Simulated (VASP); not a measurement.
Runs of VASP 6.6.1 on BAs. The structure is that of space group F-43m (No. 216), or close to it. The cells are those of the table. 

```csv
task,level,spin,cell,k mesh,cutoff (eV),smearing,gap on the mesh (eV),pressure (GPa)
relaxation of cell and atoms,r2SCAN,off,"relaxed from a = 3.400 Å, angles 60.0°, 2 atoms",8 × 8 × 8,600,fermi-dirac 0.02 eV,1.39,0.0
single point,PBE,off,"a = 3.383 Å, angles 60.0°, 2 atoms",10 × 10 × 10,520,fermi-dirac 0.02 eV,1.18,2.8
single point,PBE,off,"a = 3.331 Å, angles 60.0°, 2 atoms",8 × 8 × 8,500,gaussian 0.01 eV,1.15,(b)
single point,PBE,"non-collinear, zero start, SOC","a = 3.383 Å, angles 60.0°, 2 atoms",10 × 10 × 10,520,fermi-dirac 0.02 eV,-,2.8
single point,PBE,off,"a = 3.434 Å, angles 60.0°, 2 atoms",8 × 8 × 8,500,gaussian 0.01 eV,(a),-3.1
```

Alike in all rows: potentials or basis VASP PAW PBE potentials, release 64 (B, As).

Problem. Estimate the missing entries.

Solution. (a) 1.24; (b) 10.1.

Caveats: the PAW data sets were made with another functional, which shifts forces and pressure a little (some runs).

A k mesh can miss the band edges, and rows without SOC leave out spin-orbit coupling on As.
